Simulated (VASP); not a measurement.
Set up this calculation in VASP 6.6.1, as the native input.

```yaml
Task: single point
Functional: PBE
Potentials_or_basis: VASP PAW PBE potentials, release 64 (K_sv, S)
Cutoff: 500 eV
k_mesh: 8 × 8 × 8
Occupations: gaussian, width 0.05 eV
Spin: no spin polarisation
Dipole_correction: no
Further_INCAR_settings: ALGO = Normal; EDIFF = 1e-06; NBANDS = 19
```

The structure of K2S lies in POSCAR:

```
K2S
1.0
    0.0000000000      3.7064210334      3.7064210334
    3.7064210334      0.0000000000      3.7064210334
    3.7064210334      3.7064210334      0.0000000000
K S
2 1
Direct
    0.2500000000      0.2500000000      0.2500000000
    0.7500000000      0.7500000000      0.7500000000
    0.0000000000      0.0000000000      0.0000000000
```

One way to write it, as run:

INCAR

```
SYSTEM = K2S
ALGO = Normal
EDIFF = 1E-6
ENCUT = 500
GGA = PE
GGA_COMPAT = .False.
ISIF = 2
ISMEAR = 0
LASPH = .True.
LCHARG = .False.
LREAL = .False.
LWAVE = .False.
NBANDS = 19
NELM = 120
PREC = Accurate
SIGMA = 0.05
```

KPOINTS

```
k-points
0
Gamma
  8 8 8
  0 0 0
```

Potentials or basis: VASP PAW PBE potentials, release 64 (K_sv, S).

Launch:

```sh
$ cat potpaw_PBE.64/K_sv/POTCAR potpaw_PBE.64/S/POTCAR > POTCAR
$ mpirun -np 1 vasp_std > vasp.out
```

It gave:

- Pressure: 0.4 GPa
- Band gap on the k mesh: 2.37 eV (least direct gap 2.56 eV)

Run time: 83 s on 1 thread of Intel(R) Xeon(R) Platinum 8488C (Sapphire Rapids) (shared host), peak memory 0.24 GiB.
